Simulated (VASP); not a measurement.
# YSe (I4/mmm) in VASP: a series of runs, part 2 of 2

VASP 6.6.1. Earlier steps stand in the parts before.

## Step 3: Electric field gradients, LDA (zz strain of +2 %)

File INCAR:

```
SYSTEM = YSe
ALGO     = Normal         ! electronic algorithm
EDIFF    = 1E-8           ! SCF threshold, eV
ENCUT    = 520            ! plane-wave cutoff, eV
GGA      = CA             ! functional
ISIF     = 2              ! what is computed and relaxed
ISMEAR   = -1             ! smearing method
LASPH    = .True.         ! aspherical terms in the spheres
LCHARG   = .False.        ! write CHGCAR
LEFG     = .True.       
LREAL    = .False.        ! projectors in reciprocal space
LWAVE    = .False.        ! write WAVECAR
NBANDS   = 16             ! bands
NELM     = 60             ! most SCF steps
PREC     = Accurate       ! precision mode
SIGMA    = 0.03           ! smearing width, eV
```

File KPOINTS:

```
k-points
0
Gamma
  7 7 7
  0 0 0
```

File POSCAR:

```
YSe
1.0
    0.0000000000      2.8750000000      2.9325000000
    2.8750000000      0.0000000000      2.9325000000
    2.8750000000      2.8750000000      0.0000000000
Y Se
1 1
Direct
    0.0000000000      0.0000000000      0.0000000000
    0.5000000000      0.5000000000      0.5000000000
```

Potentials or basis: VASP PAW LDA potentials, release 64 (Y_sv, Se).

Command:

```
> cat potpaw_LDA.64/Y_sv/POTCAR potpaw_LDA.64/Se/POTCAR > POTCAR
> mpirun -np 1 vasp_std > vasp.out
```

OUTCAR:

```text
SYSTEM = YSe
   EDIFF = 1E-8
   ENCUT = 520
   GGA = CA
   ISIF = 2
   ISMEAR = -1
   LASPH = .True.
   LREAL = .False.
   NELM = 60
   PREC = Accurate

 ion  position               nearest neighbor table
   1  0.000  0.000  0.000-   2 2.88   2 2.88   2 2.88   2 2.88   2 2.93   2 2.93
   2  0.500  0.500  0.500-   1 2.88   1 2.88   1 2.88   1 2.88   1 2.93   1 2.93

  LATTYP: Found a body centered tetragonal cell.
 ALAT       =     4.0658639918
 C/A-ratio  =     1.4424978336

  Lattice vectors:

 A1 = (  -2.8750000000,   0.0000000000,   2.9325000000)
 A2 = (   2.8750000000,   0.0000000000,   2.9325000000)
 A3 = (   0.0000000000,   2.8750000000,  -2.9325000000)

Analysis of symmetry for initial positions (statically):
=====================================================================
 Subroutine PRICEL returns:
 Original cell was already a primitive cell.

 Routine SETGRP: Setting up the symmetry group for a
 body centered tetragonal supercell.

 Subroutine GETGRP returns: Found 16 space group operations
 (whereof 16 operations were pure point group operations)
 out of a pool of 16 trial point group operations.

The static configuration has the point symmetry D_4h.

Analysis of symmetry for dynamics (positions and initial velocities):
=====================================================================
 Subroutine PRICEL returns:
 Original cell was already a primitive cell.

 Routine SETGRP: Setting up the symmetry group for a
 body centered tetragonal supercell.

 Subroutine GETGRP returns: Found 16 space group operations
 (whereof 16 operations were pure point group operations)
 out of a pool of 16 trial point group operations.

The dynamic configuration has the point symmetry D_4h.
[... 150 lines left out ...]
 fundamental gap:      0.0364433692
 Fermi energy:         5.8262839188

 k-point     1 :       0.0000    0.0000    0.0000
  band No.  band energies     occupation
      1     -37.7548      2.00000
      2     -17.8419      2.00000
      3     -17.8381      2.00000
      4     -17.8381      2.00000
      5      -9.3234      2.00000
      6       2.7172      2.00000
[... 433 lines left out ...]
      3     -17.9220      2.00000
      4     -17.8805      2.00000
      5      -8.5022      2.00000
      6      -0.2447      2.00000
[... 8 lines left out ...]
     15      12.0915      0.00000
     16      13.0311      0.00000

 [... further k-points ...]
[... 5 lines left out ...]
  --------------------------------------------------------------------------------------
  -------------------------------------------------------------------------------------
  Total       -1.4570713     -1.4570713     -2.3401268      0.0000000      0.0000000      0.0000000
  in kB      -48.1556975    -48.1556975    -77.3403723      0.0000000      0.0000000      0.0000000
  external PRESSURE =     -57.8839224 kB  Pullay stress =       0.0000000 kB

 VOLUME and BASIS-vectors are now :
 -----------------------------------------------------------------------------
  energy-cutoff  :      520.00
  volume of cell :       48.48
      direct lattice vectors                 reciprocal lattice vectors
     0.000000000  2.875000000  2.932500000    -0.173913043  0.173913043  0.170502984
     2.875000000  0.000000000  2.932500000     0.173913043 -0.173913043  0.170502984
     2.875000000  2.875000000  0.000000000     0.173913043  0.173913043 -0.170502984

 POSITION                                       TOTAL-FORCE (eV/Angst)
 -----------------------------------------------------------------------------------
      0.00000      0.00000      0.00000        -0.000000     -0.000000      0.000000
      2.87500      2.87500      2.93250         0.000000      0.000000     -0.000000
 -----------------------------------------------------------------------------------
    total drift:                                0.000000     -0.000000     -0.000000

  FREE ENERGIE OF THE ION-ELECTRON SYSTEM (eV)
  ---------------------------------------------------
  free  energy   TOTEN  =       -14.8586044724 eV

  energy  without entropy=      -14.8547368363  energy(sigma->0) =      -14.85667065

 Electric field gradients (V/A^2)
---------------------------------------------------------------------
 ion       V_xx      V_yy      V_zz      V_xy      V_xz      V_yz
---------------------------------------------------------------------
   1      -8.784    -8.784    17.568     0.000    -0.000    -0.000
   2      -8.867    -8.867    17.734    -0.001     0.000     0.000
---------------------------------------------------------------------

 Electric field gradients after diagonalization (V/A^2)
 (convention: |V_zz| > |V_xx| > |V_yy|)
----------------------------------------------------------------------
 ion       V_xx      V_yy      V_zz     asymmetry (V_yy - V_xx)/ V_zz
----------------------------------------------------------------------
   1      -8.784    -8.784    17.568       0.000
   2      -8.867    -8.866    17.734       0.000
----------------------------------------------------------------------

           NMR quadrupolar parameters

 Cq : quadrupolar parameter    Cq=e*Q*V_zz/h
 eta: asymmetry parameters     (V_yy - V_xx)/ V_zz
 Q  : nuclear electric quadrupole moment in mb (millibarn)
----------------------------------------------------------------------
 ion       Cq(MHz)       eta       Q (mb)
----------------------------------------------------------------------
   1       0.042       0.000       1.000
   2       0.043       0.000       1.000
----------------------------------------------------------------------
```

OSZICAR:

```text
N       E                     dE             d eps       ncg     rms          rms(c)
DAV:   1     0.587521072652E+02    0.58752E+02   -0.79861E+03  1280   0.976E+02
DAV:   2    -0.120120050625E+02   -0.70764E+02   -0.67051E+02  1736   0.198E+02
DAV:   3    -0.154262096670E+02   -0.34142E+01   -0.33907E+01  1680   0.344E+01
DAV:   4    -0.155401562816E+02   -0.11395E+00   -0.11383E+00  1648   0.588E+00
DAV:   5    -0.155421163461E+02   -0.19601E-02   -0.19600E-02  1696   0.674E-01    0.230E+01
DAV:   6    -0.149365427127E+02    0.60557E+00   -0.75126E-01  1448   0.521E+00    0.169E+01
DAV:   7    -0.148731067446E+02    0.63436E-01   -0.37731E-01  1776   0.369E+00    0.460E+00
DAV:   8    -0.148593531361E+02    0.13754E-01   -0.83324E-02  1496   0.179E+00    0.282E-01
DAV:   9    -0.148586716457E+02    0.68149E-03   -0.53509E-03  1520   0.495E-01    0.149E-01
DAV:  10    -0.148586067568E+02    0.64889E-04   -0.38529E-04  1488   0.157E-01    0.134E-01
DAV:  11    -0.148586054080E+02    0.13488E-05   -0.49776E-05  1576   0.567E-02    0.574E-02
DAV:  12    -0.148586050367E+02    0.37136E-06   -0.86367E-06  1504   0.199E-02    0.769E-03
DAV:  13    -0.148586044907E+02    0.54593E-06   -0.10274E-06  1600   0.686E-03    0.256E-03
DAV:  14    -0.148586044728E+02    0.17887E-07   -0.18072E-07  1648   0.282E-03    0.695E-04
DAV:  15    -0.148586044724E+02    0.48885E-09   -0.89683E-09  1104   0.673E-04
   1 F= -.14858604E+02 E0= -.14856671E+02  d E =-.386764E-02
```

stdout:

```text
POSCAR found type information on POSCAR Y Se
 POSCAR found :  2 types and       2 ions
 scaLAPACK will be used
 LDA part: xc-table for (Slater(with rela. corr.)+CA(PZ))
 , standard interpolation
 POSCAR, INCAR and KPOINTS ok, starting setup
 FFT: planning ... GRIDC
 FFT: planning ... GRID_SOFT
 FFT: planning ... GRID
 WAVECAR not read
 entering main loop
ion   1

ion   2
```

Wall time 24 s (1 thread of Intel Xeon Platinum 8375C at 2.90GHz (Ice Lake), shared host); peak memory 0.19 GiB.

Results:

```yaml
Free_energy: -14.8586 eV
Pressure: -5.8 GPa
Band_gap_on_the_k_mesh: zero (an odd number of electrons rules out a gap without spin polarisation)
Largest_electric_field_gradient_by_atom: Y +17.6; Se +17.7 V/Å²
```

Electric field gradients, principal values (V/Å²):
| atom | least | middle | greatest (by size) |
| --- | --- | --- | --- |
| 1 Y | -8.784 | -8.784 | 17.568 |
| 2 Se | -8.866 | -8.867 | 17.734 |

Caveat: the cell differs from its parent crystal (zz strain of +2 %); the cell stands under tension; without QUAD_EFG the Cq values of the log hold for a quadrupole moment of 1 mb, not for the nuclei.
